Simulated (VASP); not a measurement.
The system is Ta2H.

```
Ta H
1.0
     1.72050   -2.37147    0.00000
     1.72050    2.37147    0.00000
     0.00000    0.00000    4.75857
Ta H
2 1
Direct
  0.00000 0.50000 0.26457
  0.50000 0.00000 0.73543
  0.00000 0.00000 0.00000
```

| Property | Result |
| --- | --- |
| Program | VASP 6.6.1 |
| Task | relaxation of volume and atoms at fixed shape |
| Functional | LDA |
| Potentials or basis | VASP PAW LDA potentials, release 64 (Ta_pv, H) |
| Cutoff | 600 eV |
| k mesh | 7 × 7 × 5 |
| Occupations | fermi-dirac, width 0.1 eV |
| Spin | no spin polarisation |

At the start: pressure -8.1 GPa; volume 12.94 Å³/atom.

Q: Where does the relaxation end?

A: Over 3 steps the energy falls by 12.6 meV/atom and the volume is 12.47 Å³/atom (-3.7 %); space group C222 (No. 21, to 0.05 Å).

Step by step:
| step | energy change (eV) | largest force (eV/Å) | pressure (GPa) | volume (Å³) |
| --- | --- | --- | --- | --- |
| 1 | 0.0000 | 0.0657 | -8.09 | 38.83 |
| 2 | 0.0549 | 0.1537 | 14.81 | 35.27 |
| 3 | -0.0379 | 0.0082 | -0.15 | 37.40 |

Final structure:
```
CELL_PARAMETERS angstrom
1.69907 -2.34193 0.00000
1.69907 2.34193 0.00000
0.00000 0.00000 4.69930
ATOMIC_POSITIONS crystal
Ta 0.00000 0.50000 0.26482
Ta 0.50000 0.00000 0.73518
H 0.00000 0.00000 0.00000
```
